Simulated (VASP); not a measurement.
# Cu8H (Fm-3m) in VASP: a series of runs, part 2 of 2

VASP 6.6.1. Earlier steps stand in the parts before.

## (3) Relaxation of cell and atoms, PBE

This run uses another cell than the first one, of 10.99 Å³/atom, 1.005 times its volume.

INCAR

```
SYSTEM = Cu8H
PREC = Accurate
ENCUT = 600
EDIFF = 1E-6
ISMEAR = 0
SIGMA = 0.1
LREAL = .False.
LASPH = .True.
NELM = 100
ALGO = Fast
ISIF = 3
LWAVE = .False.
LCHARG = .False.
GGA = PE
IBRION = 2
NSW = 90
EDIFFG = -0.025
```

KPOINTS

```
regular mesh
0
Gamma
  8 8 8
  0 0 0
```

POSCAR

```
Cu8H
1.0
    0.0000000000      3.6704135715      3.6704135715
    3.6704135715      0.0000000000      3.6704135715
    3.6704135715      3.6704135715      0.0000000000
Cu H
8 1
Direct
    0.0000000000      0.0000000000      0.0000000000
   -0.0039447266     -0.0039447266      0.5039447266
   -0.0039447266      0.5039447266     -0.0039447266
   -0.0039447266      0.5039447266      0.5039447266
    0.5039447266     -0.0039447266     -0.0039447266
    0.5039447266     -0.0039447266      0.5039447266
    0.5039447266      0.5039447266     -0.0039447266
    0.5000000000      0.5000000000      0.5000000000
    0.2500000000      0.2500000000      0.2500000000
```

Potentials or basis: VASP PAW PBE potentials, release 64 (Cu, H).

Launch:

```console
> cat potpaw_PBE.64/Cu/POTCAR potpaw_PBE.64/H/POTCAR > POTCAR
> mpirun -np 1 vasp_std > vasp.out
```

OUTCAR:

```text
SYSTEM = Cu8H
   PREC = Accurate
   ENCUT = 600
   EDIFF = 1E-6
   ISMEAR = 0
   LREAL = .False.
   LASPH = .True.
   NELM = 100
   ISIF = 3
   GGA = PE
   IBRION = 2
   NSW = 90
   EDIFFG = -0.025

 ion  position               nearest neighbor table
   1  0.000  0.000  0.000-   5 2.60   6 2.60   7 2.60   3 2.60   4 2.60   7 2.60   2 2.60   4 2.60
                             6 2.60   2 2.60   3 2.60   5 2.60
   2  0.996  0.996  0.504-   3 2.55   4 2.55   5 2.55   6 2.55   8 2.60   1 2.60   8 2.60   1 2.60
                             6 2.64   3 2.64   5 2.64   4 2.64
   3  0.996  0.504  0.996-   2 2.55   4 2.55   5 2.55   7 2.55   8 2.60   1 2.60   8 2.60   1 2.60
                             5 2.64   4 2.64   2 2.64   7 2.64
   4  0.996  0.504  0.504-   2 2.55   3 2.55   6 2.55   7 2.55   8 2.60   8 2.60   1 2.60   1 2.60
                             6 2.64   3 2.64   7 2.64   2 2.64
   5  0.504  0.996  0.996-   2 2.55   3 2.55   6 2.55   7 2.55   8 2.60   1 2.60   8 2.60   1 2.60
                             6 2.64   3 2.64   2 2.64   7 2.64
   6  0.504  0.996  0.504-   2 2.55   4 2.55   5 2.55   7 2.55   8 2.60   8 2.60   1 2.60   1 2.60
                             5 2.64   4 2.64   7 2.64   2 2.64
   7  0.504  0.504  0.996-   3 2.55   4 2.55   5 2.55   6 2.55   8 2.60   8 2.60   1 2.60   1 2.60
                             5 2.64   4 2.64   6 2.64   3 2.64
   8  0.500  0.500  0.500-   4 2.60   6 2.60   7 2.60   3 2.60   5 2.60   7 2.60   2 2.60   5 2.60
                             6 2.60   2 2.60   3 2.60   4 2.60
   9  0.250  0.250  0.250-

  LATTYP: Found a face centered cubic cell.
 ALAT       =     7.3408271430

  Lattice vectors:

 A1 = (   0.0000000000,   3.6704135715,   3.6704135715)
 A2 = (   3.6704135715,   0.0000000000,   3.6704135715)
 A3 = (   3.6704135715,   3.6704135715,   0.0000000000)

Analysis of symmetry for initial positions (statically):
=====================================================================
 Subroutine PRICEL returns:
 Original cell was already a primitive cell.

 Routine SETGRP: Setting up the symmetry group for a
 face centered cubic supercell.

 Subroutine GETGRP returns: Found 48 space group operations
 (whereof 24 operations were pure point group operations)
[... 160 lines left out ...]
   IVDW    =     0    specifies the selected vdW correction
   LEPSILON=     F    determine dielectric tensor
   LRPA    =     F    only Hartree local field effects (RPA)
 conjugate gradient relaxation of ions
 non-spin polarized calculation
 RMM-DIIS sequential band-by-band and
 Gauss-broadening in eV      SIGMA  =   0.10
  energy-cutoff  :      600.00
  volume of cell :       98.90
 maximum number of plane-waves:      3327
 NGX is ok and might be reduce to    42
   NGX = 21   NGY = 21   NGZ = 21

 number of electron      89.0000001 magnetization

 Free energy of the ion-electron system (eV)
  ---------------------------------------------------
  ext. energy  EPLUGINS =         0.00000000
  ---------------------------------------------------
  free energy    TOTEN  =       -32.77310434 eV

  energy without entropy =      -32.76081063  energy(sigma->0) =      -32.76695748

 E-fermi :   7.3866     XC(G=0): -12.5804

 val. band max:        7.3278397234   @ k =   0.2500   0.0000   0.0000
 cond. band min:       7.4314483259   @ k =   0.2500   0.1250   0.0000
 fundamental gap:      0.1036086026
 Fermi energy:         7.3866171195

 k-point     1 :       0.0000    0.0000    0.0000
  band No.  band energies     occupation
      1      -2.8134      2.00000
      2       0.9116      2.00000
      3       2.2638      2.00000
      4       2.2638      2.00000
      5       2.2638      2.00000
      6       2.3717      2.00000
[... 1333 lines left out ...]
     52      13.6393      0.00000
     53      15.3184      0.00000

 [... further k-points ...]
[... 5 lines left out ...]
  --------------------------------------------------------------------------------------
  -------------------------------------------------------------------------------------
  Total       -0.0836943     -0.0836943     -0.0836943     -0.0000000      0.0000000     -0.0000000
  in kB       -1.3559126     -1.3559126     -1.3559126     -0.0000000      0.0000000     -0.0000000
  external PRESSURE =      -1.3559126 kB  Pullay stress =       0.0000000 kB

 VOLUME and BASIS-vectors are now :
 -----------------------------------------------------------------------------
  energy-cutoff  :      600.00
  volume of cell :       98.90
      direct lattice vectors                 reciprocal lattice vectors
     0.000000000  3.670413572  3.670413572    -0.136224431  0.136224431  0.136224431
     3.670413572  0.000000000  3.670413572     0.136224431 -0.136224431  0.136224431
     3.670413572  3.670413572  0.000000000     0.136224431  0.136224431 -0.136224431

 POSITION                                       TOTAL-FORCE (eV/Angst)
 -----------------------------------------------------------------------------------
      0.00000      0.00000      0.00000        -0.000000     -0.000000     -0.000000
      5.50562      5.50562      7.31187         0.000000     -0.000000      0.001656
      5.50562      7.31187      5.50562         0.000000      0.001656     -0.000000
      3.69937      5.50562      5.50562        -0.001656     -0.000000     -0.000000
      7.31187      5.50562      5.50562         0.001656     -0.000000     -0.000000
      5.50562      3.69937      5.50562         0.000000     -0.001656     -0.000000
      5.50562      5.50562      3.69937         0.000000     -0.000000     -0.001656
      3.67041      3.67041      3.67041         0.000000     -0.000000     -0.000000
      1.83521      1.83521      1.83521        -0.000000     -0.000000     -0.000000
 -----------------------------------------------------------------------------------
    total drift:                                0.000000      0.000000      0.000000

  FREE ENERGIE OF THE ION-ELECTRON SYSTEM (eV)
  ---------------------------------------------------
  free  energy   TOTEN  =       -32.7731043386 eV

  energy  without entropy=      -32.7608106255  energy(sigma->0) =      -32.76695748

 reached required accuracy - stopping structural energy minimisation
```

CONTCAR:

```text
Cu8H
   1.00000000000000
     0.0000000000000000    3.6704135715000001    3.6704135715000001
     3.6704135715000001    0.0000000000000000    3.6704135715000001
     3.6704135715000001    3.6704135715000001    0.0000000000000000
  Cu              H
     8     1
Direct
     0.0000000000000000    0.0000000000000000    0.0000000000000000
     0.9960552734000032    0.9960552734000032    0.5039447265999968
     0.9960552734000032    0.5039447265999968    0.9960552734000032
     0.9960552734000032    0.5039447265999968    0.5039447265999968
     0.5039447265999968    0.9960552734000032    0.9960552734000032
     0.5039447265999968    0.9960552734000032    0.5039447265999968
     0.5039447265999968    0.5039447265999968    0.9960552734000032
     0.5000000000000000    0.5000000000000000    0.5000000000000000
     0.2500000000000000    0.2500000000000000    0.2500000000000000

  0.00000000E+00  0.00000000E+00  0.00000000E+00
  0.00000000E+00  0.00000000E+00  0.00000000E+00
  0.00000000E+00  0.00000000E+00  0.00000000E+00
  0.00000000E+00  0.00000000E+00  0.00000000E+00
  0.00000000E+00  0.00000000E+00  0.00000000E+00
  0.00000000E+00  0.00000000E+00  0.00000000E+00
  0.00000000E+00  0.00000000E+00  0.00000000E+00
  0.00000000E+00  0.00000000E+00  0.00000000E+00
  0.00000000E+00  0.00000000E+00  0.00000000E+00
```

Wall time 4.3 min (1 thread of Intel Xeon 6975P-C, shared host); peak memory 0.33 GiB.

What came out:

| Quantity | Value |
| --- | --- |
| Free energy | -32.7731 eV |
| Pressure after relaxing | -0.1 GPa |

Final structure:
```yaml
crystal:
  lattice:
    - [0.00000, 3.67041, 3.67041]
    - [3.67041, 0.00000, 3.67041]
    - [3.67041, 3.67041, 0.00000]
  atoms:
    - { symbol: Cu, position: [0.00000, 0.00000, 0.00000] }
    - { symbol: Cu, position: [0.99606, 0.99606, 0.50394] }
    - { symbol: Cu, position: [0.99606, 0.50394, 0.99606] }
    - { symbol: Cu, position: [0.99606, 0.50394, 0.50394] }
    - { symbol: Cu, position: [0.50394, 0.99606, 0.99606] }
    - { symbol: Cu, position: [0.50394, 0.99606, 0.50394] }
    - { symbol: Cu, position: [0.50394, 0.50394, 0.99606] }
    - { symbol: Cu, position: [0.50000, 0.50000, 0.50000] }
    - { symbol: H, position: [0.25000, 0.25000, 0.25000] }
```

Caveat: the relaxation stopped at its first step, so nothing moved.
